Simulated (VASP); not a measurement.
Runs of VASP 6.6.1 on Br. The structure is that of space group Fd-3m (No. 227), or close to it. The cells are those of the table. 

```tsv
level	cell	k mesh	smearing	gap on the mesh (eV)	pressure (GPa)
r2SCAN	a = 4.822 Å, angles 60.0°, 2 atoms	9 × 9 × 9	fermi-dirac 0.1 eV	none	1.4
r2SCAN	a = 5.023 Å, angles 60.0°, 2 atoms	9 × 9 × 9	fermi-dirac 0.1 eV	none	-0.7
r2SCAN	a = 4.874 Å, angles 60.0°, 2 atoms	9 × 9 × 9	fermi-dirac 0.1 eV	none	(a)
PBE	a = 5.055 Å, angles 60.0°, 2 atoms	14 × 14 × 14	fermi-dirac 0.0612256 eV	none	-0.7
r2SCAN	a = 4.924 Å, angles 60.0°, 2 atoms	9 × 9 × 9	fermi-dirac 0.1 eV	none	0.2
```

Alike in all rows: task single point; potentials or basis VASP PAW PBE potentials, release 64 (Br); no spin polarisation; cutoff (eV) 520.

**Question.** Estimate the missing entries.

**Answer.** (a) 0.7.

Caveats: the PAW data sets were made with another functional, which shifts forces and pressure a little (some runs).

A k mesh can miss the band edges, and the runs leave out spin-orbit coupling on Br.

A gap of «none» marks levels without a gap at the run's occupations.
